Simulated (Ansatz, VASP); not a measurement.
One calculation of LiNbO3, two programs

```xyz
10
Lattice="2.7065 1.5626 4.5698 -2.7065 1.5626 4.5698 0.0000 -3.1252 4.5698" Properties=species:S:1:pos:R:3 pbc="T T T"
Li    0.0000    0.0000    3.8605
Li    0.0000    0.0000   10.7152
Nb    0.0000    0.0000    0.0067
Nb    0.0000    0.0000    6.8615
O    -0.6700   -1.5215    5.4362
O     1.6527    0.1805    5.4362
O    -0.9827    1.3410    5.4362
O    -1.7238   -0.2216    7.7211
O     0.6700    1.6037    7.7211
O     1.0538   -1.3821    7.7211
```

Alike in both runs: task single point; functional PBE; k mesh 6 × 6 × 6; occupations gaussian, width 0.05 eV; no spin polarisation.

|  | VASP | Ansatz |
| --- | --- | --- |
| version | VASP 6.6.1 | Ansatz 0.2.0 |
| potentials or method | VASP PAW PBE potentials, release 64 (Li_sv, Nb_sv, O), cutoff 520 eV | scalar-relativistic, plane waves, PAW |
| valence electrons in the cell | 68 | 68 |

|  | VASP | Ansatz | Ansatz less VASP |
| --- | --- | --- | --- |
| gap on the k mesh at the Fermi level (eV) | 3.18 | 3.19 | +0.014 |
| least direct gap on the mesh (eV) | 3.26 | 3.28 | +0.013 |
| rms of the force components (eV/Å) | 0.433 | 0.435 | +0.0013 |

Atom by atom the forces differ by 0.007 eV/Å (rms over components).

Noted on VASP's run: the cutoff is short for stress, so the pressure is rough.
